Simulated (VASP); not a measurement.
Here is a VASP 6.6.1 calculation.

File INCAR:

```
SYSTEM = WS2
PREC = Accurate
ENCUT = 520
EDIFF = 1E-6
ISMEAR = 0
SIGMA = 0.05
LREAL = .False.
LASPH = .True.
NELM = 100
ALGO = Normal
ISIF = 2
LWAVE = .False.
LCHARG = .False.
LDIPOL = .True.
IDIPOL = 3
DIPOL = 0.5 0.5 0.391
GGA = PE
IVDW = 12
NBANDS = 35
```

Contents of KPOINTS:

```
Automatic mesh
0
Gamma
  9 9 1
  0 0 0
```

Contents of POSCAR:

```
WS2
1.0
    3.1595457497      0.0000000000      0.0000000000
   -1.5797728749      2.7362468836      0.0000000000
    0.0000000000      0.0000000000     23.8042575719
S W
4 2
Direct
    0.3333333333      0.6666666667      0.1890418126
    0.3333333333      0.6666666667      0.3214605103
    0.5000000000      1.3333333333      0.4596710800
    0.5000000000      1.3333333333      0.5920897776
    0.6666666667      0.3333333333      0.2552511581
    0.8333333333      1.0000000000      0.5258804254
```

Potentials or basis: VASP PAW PBE potentials, release 64 (S, W_sv).

The run is started by

```sh
$ cat potpaw_PBE.64/S/POTCAR potpaw_PBE.64/W_sv/POTCAR > POTCAR
$ mpirun -np 1 vasp_std > vasp.out
```

Question: Predict the band gap on the k mesh.

Answer: 1.68 eV, indirect (least direct gap 1.90 eV).

Question: Predict the dispersion energy per atom.

Answer: -0.357 eV.

Question: What does it give for the largest force?

Answer: 0.052 eV/Å.

Forces on the atoms (eV/Å):
```
S    0.002  0.000  0.006
S   -0.025  0.014  0.031
S    0.023 -0.015 -0.027
S    0.001  0.000 -0.005
W   -0.005  0.003  0.047
W    0.005 -0.003 -0.052
```

Caveat: spin-orbit coupling is left out, which moves the levels of the heavy elements.
